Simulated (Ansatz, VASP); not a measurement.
# One calculation of Si2Ni, two programs

INCAR

```
SYSTEM = Si2Ni
PREC = Accurate ; ENCUT = 520
EDIFF = 1E-6 ; ISMEAR = 0
SIGMA = 0.1 ; LREAL = Auto
LASPH = .TRUE. ; NELM = 100
ALGO = Normal ; ISIF = 2
LWAVE = .FALSE. ; LCHARG = .FALSE.
LDIPOL = .TRUE. ; IDIPOL = 3
DIPOL = 0.5 0.5 0.500 ; GGA = PE
NBANDS = 58
```

The input KPOINTS:

```
regular mesh
0
G
  9 9 1
  0 0 0
```

Contents of POSCAR:

```
Si2Ni
1.0
    3.8515146162      0.0000000000      0.0000000000
   -1.9257573081      3.3355095007      0.0000000000
    0.0000000000      0.0000000000     29.1513683199
Si Ni
10 5
Direct
    0.0000000000      0.0000000000      0.2572778031
    0.3333333333      0.6666666667      0.3112160691
    0.6666666667      0.3333333333      0.3651543351
    0.0000000000      0.0000000000      0.4190926010
    0.3333333333      0.6666666667      0.4730308670
    0.6666666667      0.3333333333      0.5269691330
    0.0000000000      0.0000000000      0.5809073990
    0.3333333333      0.6666666667      0.6348456649
    0.6666666667      0.3333333333      0.6887839309
    0.0000000000      0.0000000000      0.7427221969
    0.6666666667      0.3333333333      0.2842469361
    0.3333333333      0.6666666667      0.3921234681
    0.0000000000      0.0000000000      0.5000000000
    0.6666666667      0.3333333333      0.6078765319
    0.3333333333      0.6666666667      0.7157530639
```

Input for Ansatz:

```yaml
crystal:
  lattice:
    - [3.8515146162, 0.0, 0.0]
    - [-1.9257573081, 3.3355095007, 0.0]
    - [0.0, 0.0, 29.1513683199]
  atoms:
    - { symbol: Si, position: [0.0, 0.0, 0.2572778031] }
    - { symbol: Ni, position: [0.6666666667, 0.3333333333, 0.2842469361] }
    - { symbol: Si, position: [0.3333333333, 0.6666666667, 0.3112160691] }
    - { symbol: Si, position: [0.6666666667, 0.3333333333, 0.3651543351] }
    - { symbol: Ni, position: [0.3333333333, 0.6666666667, 0.3921234681] }
    - { symbol: Si, position: [0.0, 0.0, 0.419092601] }
    - { symbol: Si, position: [0.3333333333, 0.6666666667, 0.473030867] }
    - { symbol: Ni, position: [0.0, 0.0, 0.5] }
    - { symbol: Si, position: [0.6666666667, 0.3333333333, 0.526969133] }
    - { symbol: Si, position: [0.0, 0.0, 0.580907399] }
    - { symbol: Ni, position: [0.6666666667, 0.3333333333, 0.6078765319] }
    - { symbol: Si, position: [0.3333333333, 0.6666666667, 0.6348456649] }
    - { symbol: Si, position: [0.6666666667, 0.3333333333, 0.6887839309] }
    - { symbol: Ni, position: [0.3333333333, 0.6666666667, 0.7157530639] }
    - { symbol: Si, position: [0.0, 0.0, 0.7427221969] }
basis:
  ecutwfc: 420
kpoints:
  mp_grid: { grid: [9, 9, 1] }
hamiltonian:
  xc: pbe
scf:
  occupations: { method: gaussian, width: 0.1 }
output:
  forces: true
  stress: true
  eigenvalues: true
  write_density: true
  write_potential: true
  elf: true
  volumetric_format: npy
efield:
  axis: 3
  dipole_correction: true
```

Alike in both runs: task single point; functional PBE; k mesh 9 × 9 × 1; occupations gaussian, width 0.1 eV; no spin polarisation.

```csv
,VASP,Ansatz
version,VASP 6.6.1,Ansatz 0.2.0
potentials or method,"VASP PAW PBE potentials, release 64 (Si, Ni), cutoff 520 eV","scalar-relativistic, plane waves, PAW"
valence electrons in the cell,90,130
```

VASP gave:

```
gap on the k mesh at the Fermi level (eV) : none
rms of the force components (eV/Å)        : 0.205
```

Question: What did Ansatz give for the same quantities?

Answer: gap on the k mesh at the Fermi level (eV): none; rms of the force components (eV/Å): 0.206.

A gap of «none» marks a metal or a gap that the smearing closes. With one functional, cell and mesh, what is left measures potentials, basis and numerics. VASP's potentials hold 90 valence electrons a cell and Ansatz's 130, so a difference there can come from the potentials and not from the codes. Ansatz's warnings: xc potential rough in thin density.
